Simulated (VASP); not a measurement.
# Ca (Pm-3m) in VASP: single point with PBE

Aim: the single point of Ca with PBE.

Program: VASP 6.6.1. These are calculated values, not measurements. Logs are shortened: lines on timing, memory, paths and dates and some standing lists are left out, and cuts for length are marked.

## Step 1: The cell of the first run

Symmetry: Pm-3m, No. 221, cubic system. Conventional cell: a = 2.615 Å, b = 2.615 Å, c = 2.615 Å, α = 90.00°, β = 90.00°, γ = 90.00°. Ca (site symmetry m-3m) has 6 Ca at 2.62 Å within 3.4 Å.

## Step 2: Single point, PBE

File INCAR:

```
SYSTEM = Ca
PREC = Accurate ; ENCUT = 500
EDIFF = 1E-6 ; ISMEAR = 1
SIGMA = 0.3 ; LREAL = .False.
LASPH = .True. ; NELM = 120
ALGO = Normal ; ISIF = 2
LWAVE = .False. ; LCHARG = .True.
GGA = PE ; LELF = .True.
LVHAR = .True. ; NBANDS = 11
GGA_COMPAT = .False.
```

File KPOINTS:

```
Automatic mesh
0
Gamma
  9 9 9
  0 0 0
```

File POSCAR:

```
Ca
1.0
    2.6150000000      0.0000000000      0.0000000000
    0.0000000000      2.6150000000      0.0000000000
    0.0000000000      0.0000000000      2.6150000000
Ca
1
Direct
    0.0000000000      0.0000000000      0.0000000000
```

Potentials or basis: VASP PAW PBE potentials, release 64 (Ca_sv).

The run is started by

```sh
> cat potpaw_PBE.64/Ca_sv/POTCAR > POTCAR
> mpirun -np 1 vasp_std > vasp.out
```

OUTCAR:

```text
SYSTEM = Ca
   PREC = Accurate
   ENCUT = 500
   EDIFF = 1E-6
   ISMEAR = 1
   LREAL = .False.
   LASPH = .True.
   NELM = 120
   ISIF = 2
   GGA = PE

 ion  position               nearest neighbor table
   1  0.000  0.000  0.000-

  LATTYP: Found a simple cubic cell.
 ALAT       =     2.6150000000

  Lattice vectors:

 A1 = (   2.6150000000,   0.0000000000,   0.0000000000)
 A2 = (   0.0000000000,   2.6150000000,   0.0000000000)
 A3 = (   0.0000000000,   0.0000000000,   2.6150000000)

Analysis of symmetry for initial positions (statically):
=====================================================================
 Subroutine PRICEL returns:
 Original cell was already a primitive cell.

 Routine SETGRP: Setting up the symmetry group for a
 simple cubic supercell.

 Subroutine GETGRP returns: Found 48 space group operations
 (whereof 48 operations were pure point group operations)
 out of a pool of 48 trial point group operations.

The static configuration has the point symmetry O_h .

Analysis of symmetry for dynamics (positions and initial velocities):
=====================================================================
 Subroutine PRICEL returns:
 Original cell was already a primitive cell.

 Routine SETGRP: Setting up the symmetry group for a
 simple cubic supercell.

 Subroutine GETGRP returns: Found 48 space group operations
 (whereof 48 operations were pure point group operations)
 out of a pool of 48 trial point group operations.

The dynamic configuration has the point symmetry O_h .

 Subroutine INISYM returns: Found 48 space group operations
 (whereof 48 operations are pure point group operations),
 and found     1 'primitive' translations

----------------------------------------------------------------------------------------

                                     Primitive cell

  volume of cell :      17.8820

  direct lattice vectors                    reciprocal lattice vectors
     2.615000000  0.000000000  0.000000000     0.382409178  0.000000000  0.000000000
     0.000000000  2.615000000  0.000000000     0.000000000  0.382409178  0.000000000
     0.000000000  0.000000000  2.615000000     0.000000000  0.000000000  0.382409178

  length of vectors
     2.615000000  2.615000000  2.615000000     0.382409178  0.382409178  0.382409178

  position of ions in fractional coordinates (direct lattice)
     0.000000000  0.000000000  0.000000000

  ion indices of the primitive-cell ions
   primitive index   ion index
                 1           1

----------------------------------------------------------------------------------------

 KPOINTS: Automatic mesh

Automatic generation of k-mesh.
 Grid dimensions read from file:
 generate k-points for:    9    9    9

 Generating k-lattice:

  Cartesian coordinates                     Fractional coordinates (reciprocal lattice)
     0.042489909  0.000000000  0.000000000     0.111111111  0.000000000  0.000000000
     0.000000000  0.042489909  0.000000000     0.000000000  0.111111111  0.000000000
     0.000000000  0.000000000  0.042489909     0.000000000  0.000000000  0.111111111

  Length of vectors
     0.042489909  0.042489909  0.042489909

  Shift w.r.t. Gamma in fractional coordinates (k-lattice)
     0.000000000  0.000000000  0.000000000

 Subroutine IBZKPT returns following result:
 ===========================================

 Found     35 irreducible k-points:

 Following reciprocal coordinates:
            Coordinates               Weight
  0.000000  0.000000  0.000000      1.000000
  0.111111  0.000000  0.000000      6.000000
  0.222222  0.000000  0.000000      6.000000
  0.333333  0.000000  0.000000      6.000000
  0.444444  0.000000  0.000000      6.000000
  0.111111  0.111111  0.000000     12.000000
[... 16 lines left out ...]
  0.333333  0.333333  0.111111     24.000000
  0.444444  0.333333  0.111111     48.000000
 [... further k-points ...]
   k-points           NKPTS =     35   k-points in BZ     NKDIM =     35   number of bands    NBANDS=     11
   number of dos      NEDOS =    301   number of ions     NIONS =      1
   total plane-waves  NPLWV =   8000
   dimension x,y,z NGX =    20 NGY =   20 NGZ =   20
   dimension x,y,z NGXF=    40 NGYF=   40 NGZF=   40
   ions per type =               1
   NGX,Y,Z   is equivalent  to a cutoff of  12.71, 12.71, 12.71 a.u.
   NGXF,Y,Z  is equivalent  to a cutoff of  25.43, 25.43, 25.43 a.u.
 SYSTEM =  Ca
   PREC   = accura    normal or accurate (medium, high low for compatibility)
   ISTART =      0    job   : 0-new  1-cont  2-samecut
   ICHARG =      2    charge: 1-file 2-atom 10-const
   ISPIN  =      1    spin polarized calculation?
   LNONCOLLINEAR =      F non collinear calculations
   LSORBIT =      F    spin-orbit coupling
   LASPH  =      T    aspherical Exc in radial PAW
   ENCUT  =  500.0 eV  36.75 Ry    6.06 a.u.   4.77  4.77  4.77*2*pi/ulx,y,z
   NELM   =    120;   NELMIN=  2; NELMDL= -5     # of ELM steps
   EDIFF  = 0.1E-05   stopping-criterion for ELM
   LREAL  =      F    real-space projection
   EDIFFG = 0.1E-04   stopping-criterion for IOM
   NSW    =      0    number of steps for IOM
   IBRION =     -1    ionic relax: 0-MD 1-quasi-New 2-CG
   NFREE  =      0    steps in history (QN), initial steepest desc. (CG)
   ISIF   =      2    stress and relaxation
   ISYM   =      2    0-nonsym 1-usesym 2-fastsym
   POTIM  = 0.5000    time-step for ionic-motion
   TEBEG  =    0.0;   TEEND  =   0.0 temperature during run
   PSTRESS=    0.0 pullay stress
   NELECT =      10.0000    total number of electrons
   NUPDOWN=      -1.0000    fix difference up-down
   EMIN   =  10.00;   EMAX   =-10.00  energy-range for DOS
   EFERMI =   0.00;   METHOD = LEGACY
   ISMEAR =     1;   SIGMA  =   0.30  broadening in eV -4-tet -1-fermi 0-gaus
   EFERMI_NEDOS =   21; number of points for ismear=-14 and -15
   IALGO  =     38    algorithm
   IMIX   =      4    mixing-type and parameters
     AMIX     =   0.40;   BMIX     =  1.00
     AMIX_MAG =   1.60;   BMIX_MAG =  1.00
  volume/ion in A,a.u.               =      17.88       120.67
  Fermi-wavevector in a.u.,A,eV,Ry     =   1.348766  2.548797 24.751291  1.819169
  Thomas-Fermi vector in A             =   2.476408
   LORBIT       =      0    0 simple, 1 ext, 2 COOP (PROOUT), +10 PAW based schemes
   GGA     = PE    functional components
   LHFCALC =     F    Hartree Fock is set to
   AEXX    =    0.0000 exact exchange contribution
   IVDW    =     0    specifies the selected vdW correction
   LEPSILON=     F    determine dielectric tensor
   LRPA    =     F    only Hartree local field effects (RPA)
 non-spin polarized calculation
 Methfessel and Paxton  Order N= 1 SIGMA  =   0.30
  energy-cutoff  :      500.00
  volume of cell :       17.88
 maximum number of plane-waves:       462
 NGX is ok and might be reduce to    20
   NGX =  9   NGY =  9   NGZ =  9

 number of electron      10.0000002 magnetization

 Free energy of the ion-electron system (eV)
  ---------------------------------------------------
  ext. energy  EPLUGINS =         0.00000000
  ---------------------------------------------------
  free energy    TOTEN  =         0.22017097 eV

  energy without entropy =        0.21950623  energy(sigma->0) =        0.21994939

 E-fermi :   6.5429     XC(G=0): -10.9716

 val. band max:        6.5417016796   @ k =   0.0000   0.0000   0.0000
 cond. band min:       6.6608741710   @ k =   0.1111   0.0000   0.0000
 fundamental gap:      0.1191724914
 Fermi energy:         6.5429100701

 k-point     1 :       0.0000    0.0000    0.0000
  band No.  band energies     occupation
      1     -35.0358      2.00000
      2     -14.6693      2.00000
      3     -14.6693      2.00000
      4     -14.6693      2.00000
      5       2.2951      2.00000
      6       6.5417      1.00682
      7       6.5417      1.00682
      8      14.3891      0.00000
      9      14.3891      0.00000
     10      14.3891      0.00000
     11      23.5355      0.00000

 k-point     2 :       0.1111    0.0000    0.0000
  band No.  band energies     occupation
      1     -34.9857      2.00000
      2     -14.9966      2.00000
      3     -14.6413      2.00000
      4     -14.6413      2.00000
      5       2.6834      2.00000
      6       6.6609      0.38808
      7       6.9487     -0.06671
      8      13.8642      0.00000
      9      13.8642      0.00000
     10      14.4264      0.00000
     11      21.8283      0.00000

 k-point     3 :       0.2222    0.0000    0.0000
  band No.  band energies     occupation
      1     -34.8557      2.00000
      2     -15.7704      2.00000
      3     -14.5697      2.00000
      4     -14.5697      2.00000
      5       3.6600      2.00000
      6       6.9805     -0.05889
      7       7.9303     -0.00000
      8      12.7566      0.00000
      9      12.7566      0.00000
     10      14.5220      0.00000
     11      19.4337      0.00000

 k-point     4 :       0.3333    0.0000    0.0000
  band No.  band energies     occupation
      1     -34.7023      2.00000
      2     -16.5761      2.00000
      3     -14.4869      2.00000
      4     -14.4869      2.00000
      5       4.9380      2.00000
      6       7.3813     -0.00056
      7       8.6098     -0.00000
      8      11.7272     -0.00000
      9      11.7272     -0.00000
     10      14.6332      0.00000
     11      18.2029      0.00000
[... 239 lines left out ...]
 k-point    22 :       0.4444    0.2222    0.1111
  band No.  band energies     occupation
      1     -34.3858      2.00000
      2     -16.8305      2.00000
      3     -15.3867      2.00000
      4     -14.6212      2.00000
      5       5.7992      2.00254
      6       8.1830     -0.00000
      7       9.6641     -0.00000
      8       9.9598     -0.00000
      9      12.8941      0.00000
     10      13.8086      0.00000
     11      18.4014      0.00000

 k-point    23 :       0.3333    0.3333    0.1111
  band No.  band energies     occupation
      1     -34.3415      2.00000
      2     -16.2545      2.00000
      3     -16.1702      2.00000
      4     -14.5948      2.00000
      5       5.1472      2.00000
      6       8.2995     -0.00000
      7      10.5186     -0.00000
      8      10.6914     -0.00000
      9      12.5860      0.00000
     10      13.3052      0.00000
     11      19.2064      0.00000

 k-point    24 :       0.4444    0.3333    0.1111
  band No.  band energies     occupation
      1     -34.2446      2.00000
      2     -16.6722      2.00000
      3     -16.1146      2.00000
      4     -14.5375      2.00000
      5       4.7365      2.00000
      6       8.6963     -0.00000
      7      10.1373     -0.00000
      8      10.7882     -0.00000
      9      13.0514      0.00000
     10      14.6595      0.00000
     11      18.0842      0.00000

 [... further k-points ...]

------------------------ aborting loop because EDIFF is reached ----------------------------------------

  FORCE on cell =-STRESS in cart. coord.  units (eV):
  Direction    XX          YY          ZZ          XY          YZ          ZX
  --------------------------------------------------------------------------------------
  -------------------------------------------------------------------------------------
  Total        4.8782546      4.8782546      4.8782546     -0.0000000      0.0000000      0.0000000
  in kB      437.0790285    437.0790285    437.0790285     -0.0000000      0.0000000      0.0000000
  external PRESSURE =     437.0790285 kB  Pullay stress =       0.0000000 kB

 VOLUME and BASIS-vectors are now :
 -----------------------------------------------------------------------------
  energy-cutoff  :      500.00
  volume of cell :       17.88
      direct lattice vectors                 reciprocal lattice vectors
     2.615000000  0.000000000  0.000000000     0.382409178  0.000000000  0.000000000
     0.000000000  2.615000000  0.000000000     0.000000000  0.382409178  0.000000000
     0.000000000  0.000000000  2.615000000     0.000000000  0.000000000  0.382409178

 POSITION                                       TOTAL-FORCE (eV/Angst)
 -----------------------------------------------------------------------------------
      0.00000      0.00000      0.00000         0.000000      0.000000      0.000000
 -----------------------------------------------------------------------------------
    total drift:                                0.000000      0.000000      0.000000

  FREE ENERGIE OF THE ION-ELECTRON SYSTEM (eV)
  ---------------------------------------------------
  free  energy   TOTEN  =         0.2201709681 eV

  energy  without entropy=        0.2195062343  energy(sigma->0) =        0.21994939
```

Wall time 2.9 s (1 thread of Intel Xeon 6975P-C (Granite Rapids), shared host); peak memory 0.12 GiB.

Results:

| Property | Result |
| --- | --- |
| Free energy | 0.2202 eV |
| Pressure | 43.7 GPa |
| Band gap on the k mesh | zero (band 5 reaches 6.51 eV, above the bottom of band 6 at 6.17 eV) |

Levels at points of the mesh, in eV from the Fermi level:
| k point | band 1 | band 2 | band 3 | band 4 | band 5 | band 6 | band 7 | band 8 | band 9 | band 10 |
| --- | --- | --- | --- | --- | --- | --- | --- | --- | --- | --- |
| (0.00, 0.00, 0.00) | -41.58 | -21.21 | -21.21 | -21.21 | -4.25 | 0.00 | 0.00 | 7.85 | 7.85 | 7.85 |
